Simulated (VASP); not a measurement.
Crystal: MoS2.

```
CELL_PARAMETERS angstrom
3.16100 0.00000 0.00000
-1.58050 2.73751 0.00000
0.00000 0.00000 12.29500
ATOMIC_POSITIONS crystal
Mo 0.33333 0.66667 0.25000
Mo 0.66667 0.33333 0.75000
S 0.33333 0.66667 0.62750
S 0.66667 0.33333 0.12750
S 0.33333 0.66667 0.87250
S 0.66667 0.33333 0.37250
```

Base run:

* Program: VASP 6.6.1
* Functional: PBEsol
* Potentials or basis: VASP PAW PBE potentials, release 64 (Mo_sv, S)
* Cutoff: 500 eV
* k mesh: 8 × 8 × 2
* Occupations: gaussian, width 0.05 eV
* Spin: collinear spin
* Starting moments: [2.0, 2.0, 0.0, 0.0, 0.0, 0.0] μB

Its results: pressure 3.8 GPa; largest force 0.936 eV/Å.

Question: The run is repeated on the same cell with these changes: moments at the start from [2.0, 2.0, 0.0, 0.0, 0.0, 0.0] to [2.2, 2.2, 0.0, 0.0, 0.0, 0.0]; fixed moment from none to 4.4 μB. What comes out?

Answer: Pressure 15.9 GPa; site moments Mo +1.49; S +0.13 μB; largest force 1.529 eV/Å.

Caveats: the PAW data sets were made with another functional, which shifts forces and pressure a little; this functional lacks dispersion, which binds layers or chains, so the pressure and a relaxed spacing across them are unreliable; the stress differs along the axes, from 1 to 9 GPa (at least some runs); the cell stands under pressure (at least some runs); the total moment is fixed, so each spin has its own Fermi level and the state may be an excited one (at least some runs).
